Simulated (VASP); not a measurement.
Input of a VASP 6.6.1 run:

Contents of INCAR:

```
SYSTEM = AlN
PREC     = Accurate       ! precision mode
ENCUT    = 520            ! plane-wave cutoff, eV
EDIFF    = 1E-8           ! SCF threshold, eV
ISMEAR   = 0              ! smearing method
SIGMA    = 0.01           ! smearing width, eV
LREAL    = .False.        ! projectors in reciprocal space
LASPH    = .True.         ! aspherical terms in the spheres
NELM     = 80             ! most SCF steps
ALGO     = Normal         ! electronic algorithm
ISIF     = 2              ! what is computed and relaxed
LWAVE    = .False.        ! write WAVECAR
LCHARG   = .False.        ! write CHGCAR
GGA      = PE             ! functional
LEPSILON = .True.         ! dielectric tensor by DFPT
```

Contents of KPOINTS:

```
regular mesh
0
Gamma
  9 9 4
  0 0 0
```

File POSCAR:

```
AlN
1.0
    3.1066945029      0.0000000000      0.0000000000
   -1.5533472514      2.6904763613      0.0000000000
    0.0000000000      0.0000000000      4.9785885515
Al N
2 2
Direct
    0.3333333333      0.6666666667     -0.0007956040
    0.6666666667      0.3333333333      0.4992043960
    0.3333333333      0.6666666667      0.3807956040
    0.6666666667      0.3333333333      0.8807956040
```

Potentials or basis: VASP PAW PBE potentials, release 64 (Al, N).

Command:

```sh
$ cat potpaw_PBE.64/Al/POTCAR potpaw_PBE.64/N/POTCAR > POTCAR
$ mpirun -np 1 vasp_std > vasp.out
```

(1) What does it give for the electronic dielectric tensor (diagonal)?

(2) Predict the Born charges (mean of the diagonal).

(3) What does it give for the band gap on the k mesh?

Results:

(1) 4.43, 4.43, 4.65.

(2) Al +2.57; N -2.57 e.

(3) 4.24 eV, direct.
